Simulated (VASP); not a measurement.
# AlNi3 (Pm-3m) in VASP: further runs, part 2 of 2

VASP 6.6.1. Earlier steps stand in the parts before.

### 3 Single point, PBEsol, collinear spin, ferromagnetic start

INCAR

```
SYSTEM = AlNi3
ALGO     = Normal         ! electronic algorithm
EDIFF    = 1E-6           ! SCF threshold, eV
ENCUT    = 590            ! plane-wave cutoff, eV
GGA      = PS             ! functional
GGA_COMPAT= .FALSE.      
ISIF     = 2              ! what is computed and relaxed
ISMEAR   = -1             ! smearing method
ISPIN    = 2              ! spin polarisation
LASPH    = .TRUE.         ! aspherical terms in the spheres
LCHARG   = .FALSE.        ! write CHGCAR
LMAXMIX  = 4              ! l up to which the mixer works
LORBIT   = 11             ! projections on sites
LREAL    = .FALSE.        ! projectors in reciprocal space
LWAVE    = .FALSE.        ! write WAVECAR
MAGMOM   = 0.5 0.5 0.5 0  ! initial moments
NBANDS   = 40             ! bands
NELM     = 200            ! most SCF steps
NUPDOWN  = 1.5            ! fixed moment
PREC     = Accurate       ! precision mode
SIGMA    = 0.05           ! smearing width, eV
```

KPOINTS

```
k-points
0
G
  6 6 6
  0 0 0
```

POSCAR

```
AlNi3
1.0
    3.5230547267      0.0000000000      0.0000000000
    0.0000000000      3.5230547267      0.0000000000
    0.0000000000      0.0000000000      3.5230547267
Ni Al
3 1
Direct
    0.5000000000      0.5000000000      0.0000000000
    0.5000000000      0.0000000000      0.5000000000
    0.0000000000      0.5000000000      0.5000000000
    0.0000000000      0.0000000000      0.0000000000
```

Potentials or basis: VASP PAW PBE potentials, release 64 (Ni_sv_GW, Al).

Run with:

```
$ cat potpaw_PBE.64/Ni_sv_GW/POTCAR potpaw_PBE.64/Al/POTCAR > POTCAR
$ mpirun -np 1 vasp_std > vasp.out
```

OUTCAR:

```text
SYSTEM = AlNi3
   EDIFF = 1E-6
   ENCUT = 590
   GGA = PS
   ISIF = 2
   ISMEAR = -1
   ISPIN = 2
   LASPH = .TRUE.
   LORBIT = 11
   LREAL = .FALSE.
   NELM = 200
   NUPDOWN = 1.5
   PREC = Accurate

 ion  position               nearest neighbor table
   1  0.500  0.500  0.000-   2 2.49   3 2.49   4 2.49   2 2.49   3 2.49   2 2.49   4 2.49   2 2.49
                             3 2.49   4 2.49   3 2.49   4 2.49
   2  0.500  0.000  0.500-   1 2.49   3 2.49   4 2.49   1 2.49   4 2.49   1 2.49   3 2.49   1 2.49
                             3 2.49   4 2.49   4 2.49   3 2.49
   3  0.000  0.500  0.500-   1 2.49   2 2.49   4 2.49   1 2.49   4 2.49   2 2.49   4 2.49   4 2.49
                             1 2.49   2 2.49   1 2.49   2 2.49
   4  0.000  0.000  0.000-   1 2.49   2 2.49   3 2.49   2 2.49   3 2.49   1 2.49   3 2.49   3 2.49
                             1 2.49   2 2.49   2 2.49   1 2.49

  LATTYP: Found a simple cubic cell.
 ALAT       =     3.5230547267

  Lattice vectors:
[... 1927 lines left out ...]
  Direction    XX          YY          ZZ          XY          YZ          ZX
  --------------------------------------------------------------------------------------
  -------------------------------------------------------------------------------------
  Total       -0.6424569     -0.6424569     -0.6424569      0.0000000      0.0000000     -0.0000000
  in kB      -23.5394549    -23.5394549    -23.5394549      0.0000000      0.0000000     -0.0000000
  external PRESSURE =     -23.5394549 kB  Pullay stress =       0.0000000 kB

 VOLUME and BASIS-vectors are now :
 -----------------------------------------------------------------------------
  energy-cutoff  :      590.00
  volume of cell :       43.73
      direct lattice vectors                 reciprocal lattice vectors
     3.523054727  0.000000000  0.000000000     0.283844583  0.000000000  0.000000000
     0.000000000  3.523054727  0.000000000     0.000000000  0.283844583  0.000000000
     0.000000000  0.000000000  3.523054727     0.000000000  0.000000000  0.283844583

 POSITION                                       TOTAL-FORCE (eV/Angst)
 -----------------------------------------------------------------------------------
      1.76153      1.76153      0.00000         0.000000      0.000000      0.000000
      1.76153      0.00000      1.76153         0.000000      0.000000      0.000000
      0.00000      1.76153      1.76153         0.000000      0.000000      0.000000
      0.00000      0.00000      0.00000         0.000000      0.000000      0.000000
 -----------------------------------------------------------------------------------
    total drift:                                0.000000      0.000000      0.000000

  FREE ENERGIE OF THE ION-ELECTRON SYSTEM (eV)
  ---------------------------------------------------
  free  energy   TOTEN  =       -26.9095732358 eV

  energy  without entropy=      -26.8786459927  energy(sigma->0) =      -26.89410961

 total charge

# of ion       s       p       d       f       tot
--------------------------------------------------
    1        2.247   6.340   7.839   0.004  16.431
    2        2.247   6.340   7.839   0.004  16.431
    3        2.247   6.340   7.839   0.004  16.431
    4        0.408   0.413   0.000   0.000   0.821
--------------------------------------------------
tot          7.149  19.434  23.517   0.012  50.113

 magnetization (x)

# of ion       s       p       d       f       tot
--------------------------------------------------
    1        0.002   0.009   0.483   0.000   0.494
    2        0.002   0.009   0.483   0.000   0.494
    3        0.002   0.009   0.483   0.000   0.494
    4        0.007   0.004   0.000   0.000   0.012
--------------------------------------------------
tot          0.012   0.032   1.448   0.000   1.493
```

OSZICAR:

```text
N       E                     dE             d eps       ncg     rms          rms(c)
DAV:   1     0.113270467494E+04    0.11327E+04   -0.31937E+04  5168   0.498E+03
DAV:   2     0.840367687514E+02   -0.10487E+04   -0.10051E+04  6000   0.153E+03
DAV:   3    -0.343707494416E+02   -0.11841E+03   -0.11339E+03  6344   0.662E+02
DAV:   4    -0.400598546291E+02   -0.56891E+01   -0.56659E+01  6176   0.110E+02
DAV:   5    -0.405090654441E+02   -0.44921E+00   -0.44914E+00  6024   0.301E+01    0.333E+01
DAV:   6    -0.439443230913E+02   -0.34353E+01   -0.14272E+02  4872   0.671E+02    0.356E+01
DAV:   7    -0.266463766013E+02    0.17298E+02   -0.78853E+01  4664   0.398E+02    0.442E+00
DAV:   8    -0.269647505275E+02   -0.31837E+00   -0.37555E+00  6040   0.464E+01    0.273E+00
DAV:   9    -0.269110221272E+02    0.53728E-01   -0.24061E-01  5968   0.169E+01    0.615E-01
DAV:  10    -0.269094866382E+02    0.15355E-02   -0.18674E-02  5984   0.416E+00    0.355E-01
DAV:  11    -0.269095715764E+02   -0.84938E-04   -0.11677E-03  5984   0.734E-01    0.219E-01
DAV:  12    -0.269095779999E+02   -0.64235E-05   -0.46068E-04  5808   0.891E-01    0.680E-02
DAV:  13    -0.269095710685E+02    0.69313E-05   -0.76462E-05  6096   0.375E-01    0.212E-02
DAV:  14    -0.269095731784E+02   -0.21099E-05   -0.13268E-05  4824   0.150E-01    0.844E-03
DAV:  15    -0.269095732358E+02   -0.57360E-07   -0.70177E-07  2560   0.486E-02
   1 F= -.26909573E+02 E0= -.26894110E+02  d E =-.309272E-01  mag=     1.5000
```

stdout:

```text
POSCAR found type information on POSCAR NiAl
 POSCAR found :  2 types and       4 ions
 scaLAPACK will be used
 -----------------------------------------------------------------------------
|                                                                             |
|                                                                             |
|     You enforced a specific xc type in the INCAR file but a different       |
|     I HOPE YOU KNOW WHAT YOU ARE DOING!                                     |
|                                                                             |
 -----------------------------------------------------------------------------

 LDA part: xc-table for (Slater+PW92), standard interpolation
 POSCAR, INCAR and KPOINTS ok, starting setup
 FFT: planning ... GRIDC
 FFT: planning ... GRID_SOFT
 FFT: planning ... GRID
 WAVECAR not read
 entering main loop
```

It took 1.8 min on 1 thread of Intel Xeon Platinum 8259CL at 2.50GHz (Skylake/Cascade Lake), shared host; peak memory 0.22 GiB.

Results:

```
Free energy                                           : -26.9096 eV
Pressure                                              : -2.4 GPa
Net moment                                            : 1.50 μB per cell
Site moments                                          : Ni +0.49; Al +0.01 μB
Valence electrons inside the program's atomic spheres : Ni 16.43; Al 0.82
```

Caveat: the PAW data sets were made with another functional, which shifts forces and pressure a little; the total moment is fixed, so each spin has its own Fermi level.
